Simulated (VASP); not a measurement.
Runs of VASP 6.6.1 on Fe3Co. The structure is that of space group P4/mmm (No. 123), or close to it. The cells are those of the table. 

```csv
fixed moment (μB),cell,k mesh,cutoff (eV),smearing,gap on the mesh (eV),pressure (GPa),moment (μB)
-,"a = 4.024, b = 4.024, c = 2.828 Å, 4 atoms",10 × 10 × 14,600,fermi-dirac 0.3 eV,none,-9.4,(b)
-,"a = 4.153, b = 4.153, c = 2.919 Å, 4 atoms",10 × 10 × 14,520,gaussian 0.1 eV,none,-21.1,(a)
-,"a = 4.024, b = 4.024, c = 2.828 Å, 4 atoms",14 × 14 × 18,600,gaussian 0.1 eV,none,-8.0,9.25
5.0,"a = 4.024, b = 4.024, c = 2.828 Å, 4 atoms",10 × 10 × 14,520,gaussian 0.1 eV,-,-21.8,5.00
```

Alike in all rows: task single point; level PBEsol; potentials or basis VASP PAW PBE potentials, release 64 (Fe, Co); spin collinear, ferromagnetic start.

Estimate the missing entries.

(a) 9.61; (b) 8.37.

Caveats: the cell stands under tension; the PAW data sets were made with another functional, which shifts forces and pressure a little; so wide a smearing shifts energies and pressures (at least some runs); the total moment is fixed, so each spin has its own Fermi level and the state may be an excited one (at least some runs).

A gap of «none» marks levels without a gap at the run's occupations.
